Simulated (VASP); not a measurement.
Wanted: the native input for a VASP 6.6.1 run.

```yaml
Task: single point
Functional: PBE
Potentials_or_basis: VASP PAW PBE potentials, release 64 (Y_sv, Os, Pt)
Cutoff: 520 eV
k_mesh: 9 × 9 × 9
Occupations: fermi-dirac, width 0.0189 eV
Spin: no spin polarisation
Dipole_correction: no
k_mesh_for_the_DOS: 14 × 14 × 14
Occupations_for_the_DOS: tetrahedron
Further_INCAR_settings: ALGO = Normal; EDIFF = 1e-07
```

YOs2Pt2:

```
Y Os Pt
1.0
     0.00000    4.12310    0.00000
     4.12310    0.00000    0.00000
     2.06155    2.06155   -4.86252
Y Os Pt
1 2 2
Direct
  0.00000 0.00000 0.00000
  0.37500 0.37500 0.25000
  0.62500 0.62500 0.75000
  0.75000 0.25000 0.50000
  0.25000 0.75000 0.50000
```

The input as run:

POSCAR

```
YOs2Pt2
1.0
    0.0000000000      4.1231020000      0.0000000000
    4.1231020000      0.0000000000      0.0000000000
    2.0615510000      2.0615510000     -4.8625170000
Y Os Pt
1 2 2
Direct
    0.0000000000      0.0000000000      0.0000000000
    0.3750000000      0.3750000000      0.2500000000
    0.6250000000      0.6250000000      0.7500000000
    0.7500000000      0.2500000000      0.5000000000
    0.2500000000      0.7500000000      0.5000000000
```

INCAR.step1

```
ALGO = Normal
EDIFF = 1E-7
ENCUT = 520
GGA = PE
ISIF = 2
ISMEAR = -1
LASPH = True
LCHARG = True
LMAXMIX = 4
LREAL = False
LWAVE = False
NBANDS = 32
NELM = 100
PREC = Accurate
SIGMA = 0.0189
```

KPOINTS.step1

```
k-points
0
Gamma
  9 9 9
```

INCAR.step2

```
ALGO = Normal
EDIFF = 1E-7
ENCUT = 520
GGA = PE
ICHARG = 11
ISIF = 2
ISMEAR = -5
LASPH = True
LCHARG = False
LMAXMIX = 4
LORBIT = 11
LREAL = False
LWAVE = False
NEDOS = 2001
NELM = 100
PREC = Accurate
SIGMA = 0.0189
```

KPOINTS.step2

```
k-points
0
Gamma
  14 14 14
```

Potentials or basis: VASP PAW PBE potentials, release 64 (Y_sv, Os, Pt).

The run is started by

```sh
$ cat potpaw_PBE.64/Y_sv/POTCAR potpaw_PBE.64/Os/POTCAR potpaw_PBE.64/Pt/POTCAR > POTCAR
$ cp INCAR.step1 INCAR
$ cp KPOINTS.step1 KPOINTS
$ mpirun -np 1 vasp_std > vasp.out
$ cp INCAR.step2 INCAR
$ cp KPOINTS.step2 KPOINTS
$ mpirun -np 1 vasp_std > vasp.out
```

Results of the run:

* Valence electrons inside the program's atomic spheres: Y 9.66; Os 7.72; Pt 9.93

Wall time 7.5 min on 1 thread of Intel(R) Xeon(R) Platinum 8259CL CPU @ 2.50GHz (Skylake/Cascade Lake), on a shared host, peak memory 0.69 GiB.
